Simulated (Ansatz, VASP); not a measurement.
**One calculation of La, two programs**

```xyz
4
Lattice="3.8443 0.0000 0.0000 -1.9222 3.3293 0.0000 0.0000 0.0000 10.5866" Properties=species:S:1:pos:R:3 pbc="T T T"
La    0.0000    0.0000    0.0000
La    0.0000    0.0000    5.2933
La    0.0000    2.2195    2.6467
La    1.9222    1.1098    7.9400
```

Alike in both runs: task single point; functional PBEsol; k mesh 12 × 12 × 4; occupations gaussian, width 0.15 eV; no spin polarisation.

```csv
,VASP,Ansatz
version,VASP 6.6.1,Ansatz 0.2.0
potentials or method,"VASP PAW PBE potentials, release 64 (La), cutoff 520 eV","scalar-relativistic, plane waves, PAW"
valence electrons in the cell,44,44
```

Ansatz gave:

- gap on the k mesh at the Fermi level (eV): none
- pressure (GPa): 0.7
- traceless stress, the component that is largest in VASP (GPa): 5.08

Problem. Estimate VASP's values.

Solution. gap on the k mesh at the Fermi level (eV): none; pressure (GPa): 0.8; traceless stress, the component that is largest in VASP (GPa): 5.09.

VASP's potentials were made for PBE, not for PBEsol. A gap of «none» marks a metal or a gap that the smearing closes. The functional is the same, so the differences come from potentials, cutoffs and numerics.

Neither program's run includes spin-orbit coupling.
